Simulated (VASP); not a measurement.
# Ca (Fm-3m) in VASP: a series of runs

Aim: see how the results for Ca move with the level of theory and the settings. Levels: PBE+D4, PBE, PBE+D3(BJ). Tasks: single point, relaxation of cell and atoms.

All numbers are computed with VASP 6.6.1; they aren't measurements. Logs are shortened: lines on timing, memory, paths and dates and some standing lists are left out, and cuts for length are marked.

### 1 The cell of the first run

The structure is cubic, space group Fm-3m (No. 225). Conventional cell: a = 5.511 Å, b = 5.511 Å, c = 5.511 Å, α = 90.00°, β = 90.00°, γ = 90.00°. Ca (site symmetry m-3m) has 12 Ca at 3.90 Å within 5.1 Å.

### 2 Single point, PBE+D4

INCAR reads:

```
PREC = Accurate
ENCUT = 520
EDIFF = 1E-6
ISMEAR = -1
SIGMA = 0.05
LREAL = False
LASPH = True
NELM = 100
ALGO = Normal
ISIF = 2
LWAVE = False
LCHARG = False
GGA = PE
IVDW = 13
NBANDS = 11
```

KPOINTS reads:

```
regular mesh
0
Gamma
  8 8 8
```

POSCAR reads:

```
Ca
1.0
    0.0000000000      2.7554872665      2.7554872665
    2.7554872665      0.0000000000      2.7554872665
    2.7554872665      2.7554872665      0.0000000000
Ca
1
Direct
    0.0000000000      0.0000000000      0.0000000000
```

Potentials or basis: VASP PAW PBE potentials, release 64 (Ca_sv).

Run with:

```console
$ cat potpaw_PBE.64/Ca_sv/POTCAR > POTCAR
$ mpirun -np 1 vasp_std > vasp.out
```

OUTCAR:

```text
PREC = Accurate
   ENCUT = 520
   EDIFF = 1E-6
   ISMEAR = -1
   LREAL = False
   LASPH = True
   NELM = 100
   ISIF = 2
   GGA = PE
   IVDW = 13

 ion  position               nearest neighbor table
   1  0.000  0.000  0.000-

  LATTYP: Found a face centered cubic cell.
 ALAT       =     5.5109745330

  Lattice vectors:

 A1 = (   0.0000000000,   2.7554872665,   2.7554872665)
 A2 = (   2.7554872665,   0.0000000000,   2.7554872665)
 A3 = (   2.7554872665,   2.7554872665,   0.0000000000)

Analysis of symmetry for initial positions (statically):
=====================================================================
 Subroutine PRICEL returns:
 Original cell was already a primitive cell.

 Routine SETGRP: Setting up the symmetry group for a
 face centered cubic supercell.

 Subroutine GETGRP returns: Found 48 space group operations
 (whereof 48 operations were pure point group operations)
 out of a pool of 48 trial point group operations.

The static configuration has the point symmetry O_h .

Analysis of symmetry for dynamics (positions and initial velocities):
=====================================================================
 Subroutine PRICEL returns:
 Original cell was already a primitive cell.

 Routine SETGRP: Setting up the symmetry group for a
 face centered cubic supercell.

 Subroutine GETGRP returns: Found 48 space group operations
 (whereof 48 operations were pure point group operations)
 out of a pool of 48 trial point group operations.

The dynamic configuration has the point symmetry O_h .

 Subroutine INISYM returns: Found 48 space group operations
 (whereof 48 operations are pure point group operations),
 and found     1 'primitive' translations

----------------------------------------------------------------------------------------

                                     Primitive cell

  volume of cell :      41.8432

  direct lattice vectors                    reciprocal lattice vectors
     0.000000000  2.755487266  2.755487266    -0.181456110  0.181456110  0.181456110
     2.755487266  0.000000000  2.755487266     0.181456110 -0.181456110  0.181456110
     2.755487266  2.755487266  0.000000000     0.181456110  0.181456110 -0.181456110

  length of vectors
     3.896847463  3.896847463  3.896847463     0.314291202  0.314291202  0.314291202

  position of ions in fractional coordinates (direct lattice)
     0.000000000  0.000000000  0.000000000

  ion indices of the primitive-cell ions
   primitive index   ion index
                 1           1

----------------------------------------------------------------------------------------

 KPOINTS: regular mesh

Automatic generation of k-mesh.
 Grid dimensions read from file:
 generate k-points for:    8    8    8

 Generating k-lattice:

  Cartesian coordinates                     Fractional coordinates (reciprocal lattice)
    -0.022682014  0.022682014  0.022682014     0.125000000  0.000000000  0.000000000
     0.022682014 -0.022682014  0.022682014     0.000000000  0.125000000  0.000000000
     0.022682014  0.022682014 -0.022682014     0.000000000  0.000000000  0.125000000

  Length of vectors
     0.039286400  0.039286400  0.039286400

  Shift w.r.t. Gamma in fractional coordinates (k-lattice)
     0.000000000  0.000000000  0.000000000

 Subroutine IBZKPT returns following result:
 ===========================================

 Found     29 irreducible k-points:

 Following reciprocal coordinates:
            Coordinates               Weight
  0.000000  0.000000  0.000000      1.000000
  0.125000  0.000000  0.000000      8.000000
  0.250000  0.000000  0.000000      8.000000
  0.375000  0.000000  0.000000      8.000000
  0.500000  0.000000  0.000000      4.000000
  0.125000  0.125000  0.000000      6.000000
[... 16 lines left out ...]
  0.500000  0.250000  0.125000     48.000000
 -0.375000  0.250000  0.125000     24.000000
 [... further k-points ...]
   k-points           NKPTS =     29   k-points in BZ     NKDIM =     29   number of bands    NBANDS=     11
   number of dos      NEDOS =    301   number of ions     NIONS =      1
   total plane-waves  NPLWV =  27000
   dimension x,y,z NGX =    30 NGY =   30 NGZ =   30
   dimension x,y,z NGXF=    60 NGYF=   60 NGZF=   60
   ions per type =               1
   NGX,Y,Z   is equivalent  to a cutoff of  12.80, 12.80, 12.80 a.u.
   NGXF,Y,Z  is equivalent  to a cutoff of  25.60, 25.60, 25.60 a.u.
 SYSTEM =  unknown system
   PREC   = accura    normal or accurate (medium, high low for compatibility)
   ISTART =      0    job   : 0-new  1-cont  2-samecut
   ICHARG =      2    charge: 1-file 2-atom 10-const
   ISPIN  =      1    spin polarized calculation?
   LNONCOLLINEAR =      F non collinear calculations
   LSORBIT =      F    spin-orbit coupling
   LASPH  =      T    aspherical Exc in radial PAW
   ENCUT  =  520.0 eV  38.22 Ry    6.18 a.u.   7.25  7.25  7.25*2*pi/ulx,y,z
   NELM   =    100;   NELMIN=  2; NELMDL= -5     # of ELM steps
   EDIFF  = 0.1E-05   stopping-criterion for ELM
   LREAL  =      F    real-space projection
   EDIFFG = 0.1E-04   stopping-criterion for IOM
   NSW    =      0    number of steps for IOM
   IBRION =     -1    ionic relax: 0-MD 1-quasi-New 2-CG
   NFREE  =      0    steps in history (QN), initial steepest desc. (CG)
   ISIF   =      2    stress and relaxation
   ISYM   =      2    0-nonsym 1-usesym 2-fastsym
   POTIM  = 0.5000    time-step for ionic-motion
   TEBEG  =    0.0;   TEEND  =   0.0 temperature during run
   PSTRESS=    0.0 pullay stress
   NELECT =      10.0000    total number of electrons
   NUPDOWN=      -1.0000    fix difference up-down
   EMIN   =  10.00;   EMAX   =-10.00  energy-range for DOS
   EFERMI =   0.00;   METHOD = LEGACY
   ISMEAR =    -1;   SIGMA  =   0.05  broadening in eV -4-tet -1-fermi 0-gaus
   EFERMI_NEDOS =   21; number of points for ismear=-14 and -15
   IALGO  =     38    algorithm
   IMIX   =      4    mixing-type and parameters
     AMIX     =   0.40;   BMIX     =  1.00
     AMIX_MAG =   1.60;   BMIX_MAG =  1.00
  volume/ion in A,a.u.               =      41.84       282.37
  Fermi-wavevector in a.u.,A,eV,Ry     =   1.015936  1.919841 14.042931  1.032126
  Thomas-Fermi vector in A             =   2.149251
   LORBIT       =      0    0 simple, 1 ext, 2 COOP (PROOUT), +10 PAW based schemes
   GGA     = PE    functional components
   LHFCALC =     F    Hartree Fock is set to
   AEXX    =    0.0000 exact exchange contribution
   IVDW    =    13    specifies the selected vdW correction
   LEPSILON=     F    determine dielectric tensor
   LRPA    =     F    only Hartree local field effects (RPA)
 non-spin polarized calculation
  energy-cutoff  :      520.00
  volume of cell :       41.84
 maximum number of plane-waves:      1158
 NGX is ok and might be reduce to    30
   NGX = 15   NGY = 15   NGZ = 15

 number of electron      10.0000001 magnetization

 Free energy of the ion-electron system (eV)
  ---------------------------------------------------
  ext. energy  EPLUGINS =         0.00000000
  ---------------------------------------------------
  free energy    TOTEN  =        -1.93483091 eV

  energy without entropy =       -1.92321161  energy(sigma->0) =       -1.92902126

 E-fermi :   1.9525     XC(G=0):  -7.7613

 val. band max:        1.9179928498   @ k =  -0.3750   0.2500   0.1250
 cond. band min:       2.0171474480   @ k =  -0.3750   0.3750   0.0000
 fundamental gap:      0.0991545982
 Fermi energy:         1.9525001933

 k-point     1 :       0.0000    0.0000    0.0000
  band No.  band energies     occupation
      1     -39.9973      2.00000
      2     -20.9136      2.00000
      3     -20.9136      2.00000
      4     -20.9136      2.00000
      5      -2.0472      2.00000
      6       4.3459      0.00000
      7       4.3459      0.00000
      8       4.3459      0.00000
      9       5.4275      0.00000
     10       5.4275      0.00000
     11      11.1486      0.00000

 k-point     2 :       0.1250    0.0000    0.0000
  band No.  band energies     occupation
      1     -39.9952      2.00000
      2     -20.9348      2.00000
      3     -20.9164      2.00000
      4     -20.9164      2.00000
      5      -1.7799      2.00000
      6       4.0677      0.00000
      7       4.4374      0.00000
      8       4.4374      0.00000
      9       5.3544      0.00000
     10       5.3544      0.00000
     11      11.2903      0.00000

 k-point     3 :       0.2500    0.0000    0.0000
  band No.  band energies     occupation
      1     -39.9902      2.00000
      2     -20.9855      2.00000
      3     -20.9234      2.00000
      4     -20.9234      2.00000
      5      -1.0206      2.00000
      6       3.4186      0.00000
      7       4.4813      0.00000
      8       4.4813      0.00000
      9       5.4377      0.00000
     10       5.4377      0.00000
     11       9.4430      0.00000

 k-point     4 :       0.3750    0.0000    0.0000
  band No.  band energies     occupation
      1     -39.9852      2.00000
      2     -21.0356      2.00000
      3     -20.9304      2.00000
      4     -20.9304      2.00000
      5       0.0856      2.00000
      6       2.5931      0.00001
      7       4.3170      0.00000
      8       4.3170      0.00000
      9       5.8677      0.00000
     10       5.8677      0.00000
     11       7.8706      0.00000
[... 239 lines left out ...]
 k-point    22 :       0.3750    0.2500    0.1250
  band No.  band energies     occupation
      1     -39.9865      2.00000
      2     -20.9980      2.00000
      3     -20.9495      2.00000
      4     -20.9323      2.00000
      5      -0.3843      2.00000
      6       3.2036      0.00000
      7       3.9746      0.00000
      8       4.9069      0.00000
      9       5.0405      0.00000
     10       5.9688      0.00000
     11       9.4695      0.00000

 k-point    23 :       0.5000    0.2500    0.1250
  band No.  band energies     occupation
      1     -39.9825      2.00000
      2     -21.0250      2.00000
      3     -20.9653      2.00000
      4     -20.9406      2.00000
      5       0.6621      2.00000
      6       2.7006      0.00000
      7       3.5598      0.00000
      8       4.7463      0.00000
      9       5.6072      0.00000
     10       6.3548      0.00000
     11       7.8507      0.00000

 k-point    24 :      -0.3750    0.2500    0.1250
  band No.  band energies     occupation
      1     -39.9808      2.00000
      2     -21.0366      2.00000
      3     -20.9703      2.00000
      4     -20.9451      2.00000
      5       1.6728      1.99258
      6       1.9180      1.33200
      7       3.5015      0.00000
      8       4.6490      0.00000
      9       5.9590      0.00000
     10       6.5255      0.00000
     11       6.9929      0.00000

 [... further k-points ...]

------------------------ aborting loop because EDIFF is reached ----------------------------------------

  DFT-D4 for vdW energy calculation

  Edisp (eV):   -0.17580

  FORCE on cell =-STRESS in cart. coord.  units (eV):
  Direction    XX          YY          ZZ          XY          YZ          ZX
  --------------------------------------------------------------------------------------
  -------------------------------------------------------------------------------------
  Total      -0.00242    -0.00242    -0.00242     0.00000    -0.00000    -0.00000
  in kB      -0.09276    -0.09276    -0.09276     0.00000    -0.00000    -0.00000
  external pressure =       -0.09 kB  Pullay stress =        0.00 kB

 VOLUME and BASIS-vectors are now :
 -----------------------------------------------------------------------------
  energy-cutoff  :      520.00
  volume of cell :       41.84
      direct lattice vectors                 reciprocal lattice vectors
     0.000000000  2.755487266  2.755487266    -0.181456110  0.181456110  0.181456110
     2.755487266  0.000000000  2.755487266     0.181456110 -0.181456110  0.181456110
     2.755487266  2.755487266  0.000000000     0.181456110  0.181456110 -0.181456110

 POSITION                                       TOTAL-FORCE (eV/Angst)
 -----------------------------------------------------------------------------------
      0.00000      0.00000      0.00000        -0.000000      0.000000      0.000000
 -----------------------------------------------------------------------------------
    total drift:                               -0.000000     -0.000000     -0.000000

  FREE ENERGIE OF THE ION-ELECTRON SYSTEM (eV)
  ---------------------------------------------------
  free  energy   TOTEN  =        -2.1106284474 eV

  energy  without entropy=       -2.0990091396  energy(sigma->0) =       -2.10481879
```

It took 20 s on 1 thread of AMD EPYC 7R13, shared host; peak memory 0.14 GiB.

What came out:

```
Free energy                : -2.1106 eV
Pressure                   : 0.0 GPa
Band gap on the k mesh     : zero (band 5 reaches 2.19 eV, above the bottom of band 6 at 1.84 eV)
Dispersion energy per atom : -0.176 eV
```

Caveat: pairwise dispersion overbinds metals, which lowers pressure and volume.

(Continued in part 2 of 2.)
